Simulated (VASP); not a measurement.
# BiSb4O (P6/mmm) in VASP: notebook, part 3 of 3

VASP 6.6.1. The steps go on from the part before.

### 5 Relaxation of cell and atoms, PBE

The input, INCAR:

```
SYSTEM = BiSb4O
  PREC = Accurate
  ENCUT = 600
  EDIFF = 1E-6
  ISMEAR = 0
  SIGMA = 0.1
  LREAL = .FALSE.
  LASPH = .TRUE.
  NELM = 60
  ALGO = Normal
  ISIF = 3
  LWAVE = .FALSE.
  LCHARG = .FALSE.
  GGA = PE
  IBRION = 2
  NSW = 90
  EDIFFG = -0.04
```

The input, KPOINTS:

```
regular mesh
0
G
  6 6 2
  0 0 0
```

The input, POSCAR:

```
BiSb4O
1.0
    4.2765309000      0.0000000000      0.0000000000
   -2.1382654500      3.7035844000      0.0000000000
    0.0000000000      0.0000000000      8.6508416900
Sb Bi O
4 1 1
Direct
    0.3333333300      0.6666666700      0.7665540000
    0.3333333300      0.6666666700      0.2334460000
    0.6666666700      0.3333333300      0.7665540000
    0.6666666700      0.3333333300      0.2334460000
    0.0000000000      0.0000000000      0.0000000000
    0.0000000000      0.0000000000      0.5000000000
```

The run is started by

```sh
$ cat potpaw_PBE.64/Sb/POTCAR potpaw_PBE.64/Bi_d/POTCAR potpaw_PBE.64/O/POTCAR > POTCAR
$ mpirun -np 1 vasp_std > vasp.out
```

Wall time 10 min (1 thread of Intel Xeon 6975P-C (Granite Rapids), shared host); peak memory 0.34 GiB.

It converged, with:

| Property | Result |
| --- | --- |
| Free energy | -23.6245 eV |
| Relaxed volume | 24.69 Å³/atom |
| Relaxed cell | a = 5.194 Å, b = 5.194 Å, c = 6.340 Å, α = 90.00°, β = 90.00°, γ = 120.00° |
| Space group after relaxing (to 0.1 Å) | P6/mmm (No. 191) |
| Pressure after relaxing | -0.1 GPa |
| Largest force after relaxing | 0.012 eV/Å |
| Band gap on the k mesh | zero (an odd number of electrons rules out a gap without spin polarisation) |

Forces in eV/Å, atoms in the order of the input:
```
Sb   0.000  0.000 -0.012
Sb   0.000  0.000  0.012
Sb   0.000  0.000 -0.012
Sb   0.000  0.000  0.012
Bi   0.000  0.000  0.000
O    0.000  0.000  0.000
```

Final structure:
```
Sb Bi O
1.0
     5.19421    0.00000    0.00000
    -2.59711    4.49832    0.00000
     0.00000    0.00000    6.34022
Sb Bi O
4 1 1
Direct
  0.33333 0.66667 0.73269
  0.33333 0.66667 0.26731
  0.66667 0.33333 0.73269
  0.66667 0.33333 0.26731
  0.00000 0.00000 0.00000
  0.00000 0.00000 0.50000
```

Levels at points of the mesh, in eV from the Fermi level:
```csv
k point,band 19,band 20,band 21,band 22,band 23,band 24
"(0.00, 0.00, 0.00)",-2.02,-1.89,-0.99,-0.99,0.91,1.45
"(0.50, 0.00, 0.00)",-0.98,0.08,0.45,1.23,2.32,2.76
"(0.00, 0.00, 0.50)",-2.12,-2.05,-2.05,-0.20,1.00,1.17
"(0.50, 0.00, 0.50)",-0.60,-0.37,-0.03,1.02,1.20,1.50
```

Caveat: the k points lie up to 0.50 Å⁻¹ apart in the final cell, too coarse for converged energies and pressures of a metal; a cell axis changed by over 15 % at a fixed basis, so the end point is rough; spin-orbit coupling is left out, which moves the levels of the heavy elements; an odd number of electrons without spin polarisation forces a metal; a magnetic or distorted state may lie lower.

### 6 Single point, PBE

This run uses another cell than the first one, of 24.74 Å³/atom.

The input, INCAR:

```
SYSTEM = BiSb4O
PREC = Accurate
ENCUT = 520
EDIFF = 1E-6
ISMEAR = 0
SIGMA = 0.1
LREAL = .FALSE.
LASPH = .TRUE.
NELM = 80
ALGO = Normal
ISIF = 2
LWAVE = .FALSE.
LCHARG = .FALSE.
GGA = PE
NBANDS = 30
```

The input, KPOINTS:

```
regular mesh
0
G
  12 12 6
  0 0 0
```

The input, POSCAR:

```
BiSb4O
1.0
    5.3202935680      0.0000000000      0.0000000000
   -2.6601467840      4.6075093854      0.0000000000
    0.0000000000      0.0000000000      6.0557904628
Sb Bi O
4 1 1
Direct
    0.3333333333      0.6666666667      0.7418840748
    0.3333333333      0.6666666667      0.2581159252
    0.6666666667      0.3333333333      0.7418840748
    0.6666666667      0.3333333333      0.2581159252
    0.0000000000      0.0000000000      0.0000000000
    0.0000000000      0.0000000000      0.5000000000
```

Potentials or basis: VASP PAW PBE potentials, release 64 (Sb, Bi_d, O).

The run is started by

```sh
$ cat potpaw_PBE.64/Sb/POTCAR potpaw_PBE.64/Bi_d/POTCAR potpaw_PBE.64/O/POTCAR > POTCAR
$ mpirun -np 1 vasp_std > vasp.out
```

Wall time 2.7 min (1 thread of Intel Xeon 6975P-C (Granite Rapids), shared host); peak memory 0.48 GiB.

Results (log left out):

| Item | Value |
| --- | --- |
| Free energy | -23.8978 eV |
| Pressure | -0.1 GPa |
| Largest force | 0.004 eV/Å |
| Band gap on the k mesh | zero (an odd number of electrons rules out a gap without spin polarisation) |

Forces in eV/Å, atoms in the order of the input:
```
Sb   0.000  0.000  0.004
Sb   0.000  0.000 -0.004
Sb   0.000  0.000  0.004
Sb   0.000  0.000 -0.004
Bi   0.000  0.000  0.000
O    0.000  0.000  0.000
```

Levels at points of the mesh, in eV from the Fermi level:
```csv
k point,band 16,band 17,band 18,band 19,band 20,band 21,band 22,band 23,band 24,band 25
"(0.00, 0.00, 0.00)",-3.19,-2.42,-2.11,-1.71,-1.71,-0.80,-0.80,1.66,1.66,1.79
"(0.50, 0.00, 0.00)",-2.39,-1.61,-1.03,-1.00,0.32,0.51,0.72,1.82,2.56,3.25
"(0.00, 0.00, 0.50)",-2.65,-2.65,-2.31,-1.94,-1.87,-1.87,-0.10,1.24,1.70,1.90
"(0.50, 0.00, 0.50)",-1.40,-1.25,-0.46,-0.43,-0.28,0.26,0.83,1.02,1.41,1.71
```

Caveat: spin-orbit coupling is left out, which moves the levels of the heavy elements; an odd number of electrons without spin polarisation forces a metal; a magnetic or distorted state may lie lower.

### 7 Relaxation of cell and atoms, PBE

This run uses another cell than the first one, of 24.92 Å³/atom.

The input, INCAR:

```
SYSTEM = BiSb4O
PREC = Accurate
ENCUT = 600
EDIFF = 1E-6
ISMEAR = 0
SIGMA = 0.1
LREAL = .False.
LASPH = .True.
NELM = 100
ALGO = Normal
ISIF = 3
LWAVE = .False.
LCHARG = .False.
GGA = PE
IBRION = 2
NSW = 90
EDIFFG = -0.04
```

The input, KPOINTS:

```
regular mesh
0
Gamma
  6 6 4
  0 0 0
```

The input, POSCAR:

```
BiSb4O
1.0
    5.2013804009      0.0000000000      0.0000000000
   -2.6006902005      4.5045275620      0.0000000000
    0.0000000000      0.0000000000      6.3815769407
Sb Bi O
4 1 1
Direct
    0.3333333333      0.6666666667      0.7293516920
    0.3333333333      0.6666666667      0.2706483080
    0.6666666667      0.3333333333      0.7293516920
    0.6666666667      0.3333333333      0.2706483080
    0.0000000000      0.0000000000      0.0000000000
    0.0000000000      0.0000000000      0.5000000000
```

The run is started by

```sh
$ cat potpaw_PBE.64/Sb/POTCAR potpaw_PBE.64/Bi_d/POTCAR potpaw_PBE.64/O/POTCAR > POTCAR
$ mpirun -np 1 vasp_std > vasp.out
```

It took 5.2 min on 1 thread of Intel Xeon 6975P-C (Granite Rapids), shared host; peak memory 0.37 GiB.

Results (log left out):

- Free energy: -23.9143 eV
- Relaxed volume: 24.64 Å³/atom
- Relaxed cell: a = 5.313 Å, b = 5.313 Å, c = 6.049 Å, α = 90.00°, β = 90.00°, γ = 120.00°
- Space group after relaxing (to 0.1 Å): P6/mmm (No. 191)
- Energy gained by relaxing: 25.4 meV/atom
- Ionic steps: 8
- Pressure after relaxing: 0.1 GPa
- Largest force after relaxing: 0.019 eV/Å
- Band gap on the k mesh: zero (an odd number of electrons rules out a gap without spin polarisation)

Forces in eV/Å, atoms in the order of the input:
```
Sb   0.000  0.000  0.019
Sb   0.000  0.000 -0.019
Sb   0.000  0.000  0.019
Sb   0.000  0.000 -0.019
Bi   0.000  0.000  0.000
O    0.000  0.000  0.000
```

The path:
```
step  energy change (eV)  largest force (eV/Å)  pressure (GPa)  volume (Å³)
   1              0.0000                0.1029           -0.16       149.52
   2             -0.0818                0.3809           -0.05       148.91
   3             -0.0931                0.5246            0.14       148.58
   4             -0.1357                0.2781           -0.21       148.78
   5             -0.1428                0.0364           -0.37       149.03
   6             -0.1480                0.1072           -0.36       148.93
   7             -0.1517                0.0183            0.24       147.39
   8             -0.1526                0.0194            0.06       147.86
```

Final structure:
```xyz
6
Lattice="5.3128 0.0000 0.0000 -2.6564 4.6010 0.0000 0.0000 0.0000 6.0487" Properties=species:S:1:pos:R:3 pbc="T T T"
Sb    0.0000    3.0673    4.4768
Sb    0.0000    3.0673    1.5719
Sb    2.6564    1.5337    4.4768
Sb    2.6564    1.5337    1.5719
Bi    0.0000    0.0000    0.0000
O     0.0000    0.0000    3.0244
```

Levels at points of the mesh, in eV from the Fermi level:
```
           k point  band 19  band 20  band 21  band 22  band 23  band 24
(0.00, 0.00, 0.00)    -1.74    -1.74    -0.83    -0.83     1.63     1.75
(0.50, 0.00, 0.00)    -1.04     0.29     0.46     0.71     1.80     2.53
(0.00, 0.00, 0.50)    -1.96    -1.93    -1.93    -0.10     1.20     1.61
(0.50, 0.00, 0.50)    -0.47    -0.29     0.17     0.86     1.07     1.38
```

Caveat: spin-orbit coupling is left out, which moves the levels of the heavy elements; an odd number of electrons without spin polarisation forces a metal; a magnetic or distorted state may lie lower.

### 8 Summary

```csv
task,cell,k mesh,cutoff (eV),gap on the mesh (eV),pressure (GPa),relaxed volume (Å³/atom),largest force (eV/Å)
single point,"a = 4.277, b = 4.277, c = 8.651 Å, angles 90.0, 90.0, 120.0°, 6 atoms, atomic positions A",6 × 6 × 2,520,none,35.5,-,1.49
single point,"a = 5.201, b = 5.201, c = 6.382 Å, angles 90.0, 90.0, 120.0°, 6 atoms, atomic positions B",6 × 6 × 2,520,none,-0.2,-,0.02
single point,"a = 5.318, b = 5.318, c = 6.058 Å, angles 90.0, 90.0, 120.0°, 6 atoms, atomic positions C",6 × 6 × 4,520,none,-0.2,-,0.01
relaxation of cell and atoms,"relaxed from a = 4.277, b = 4.277, c = 8.651 Å, angles 90.0, 90.0, 120.0°, 6 atoms, atomic positions A",6 × 6 × 2,600,none,-0.1,24.69,0.01
single point,"a = 5.320, b = 5.320, c = 6.056 Å, angles 90.0, 90.0, 120.0°, 6 atoms, atomic positions C",12 × 12 × 6,520,none,-0.1,-,-
relaxation of cell and atoms,"relaxed from a = 5.201, b = 5.201, c = 6.382 Å, angles 90.0, 90.0, 120.0°, 6 atoms, atomic positions B",6 × 6 × 4,600,none,0.1,24.64,0.02
```

Alike in all rows: level PBE; potentials or basis VASP PAW PBE potentials, release 64 (Sb, Bi_d, O); no spin polarisation; smearing gaussian 0.1 eV.

Caveats: some runs use coarse meshes; spin-orbit coupling is left out, which moves the levels of the heavy elements; an odd number of electrons without spin polarisation forces a metal; a magnetic or distorted state may lie lower; a cell axis changed by over 15 % at a fixed basis, so the end point is rough (at least some runs).

Total energies depend on the potentials used, so only differences within one code and one set of settings carry meaning.
